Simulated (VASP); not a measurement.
Pd: single point with revPBE

The system is Pd.

```
Pd
1.0
     2.70982    0.00000    0.00000
    -1.35491    2.34677    0.00000
     0.00000    0.00000    4.55071
Pd
2
Direct
  0.33333 0.66667 0.25000
  0.66667 0.33333 0.75000
```

This cell differs from its parent crystal: volume scaled by 0.92.

| Quantity | Value |
| --- | --- |
| Program | VASP 6.6.1 |
| Task | single point |
| Functional | revPBE |
| Potentials or basis | VASP PAW PBE potentials, release 64 (Pd) |
| Cutoff | 520 eV |
| k mesh | 15 × 15 × 8 |
| Occupations | fermi-dirac, width 0.05 eV |
| Spin | collinear spin, ferromagnetic start |
| Starting moments | [0.349, 0.349] μB |
| Dipole correction | no |
| Further INCAR settings | ALGO = Normal; EDIFF = 1e-06; NBANDS = 21 |

```json
{
  "Pressure": "15.6 GPa",
  "Net moment": "0.47 μB per cell",
  "Site moments": "Pd +0.23 μB",
  "Valence electrons inside the program's atomic spheres": "Pd 9.49"
}
```

Stress tensor (GPa, compression positive):
```
16.08  0.00  0.00
 0.00 16.08  0.00
 0.00  0.00 14.50
```

Levels at points of the mesh, in eV from the Fermi level:
Spin up:
```tsv
k point	band 7	band 8	band 9	band 10	band 11	band 12	band 13	band 14
(0.00, 0.00, 0.00)	-2.57	-1.77	-1.77	-0.34	-0.34	0.74	7.01	17.23
(0.00, 0.00, 0.50)	-2.96	-2.96	-0.82	-0.82	-0.82	-0.82	14.08	14.08
```
Spin down:
| k point | band 7 | band 8 | band 9 | band 10 | band 11 | band 12 | band 13 | band 14 |
| --- | --- | --- | --- | --- | --- | --- | --- | --- |
| (0.00, 0.00, 0.00) | -2.39 | -1.62 | -1.62 | -0.17 | -0.17 | 0.74 | 7.13 | 17.21 |
| (0.00, 0.00, 0.50) | -2.78 | -2.78 | -0.65 | -0.65 | -0.65 | -0.65 | 14.12 | 14.12 |

It took 110 s on 1 thread of Intel Xeon 6975P-C, with other jobs on the host, peak memory 0.23 GiB.

Caveat: the PAW data sets were made with another functional, which shifts forces and pressure a little.
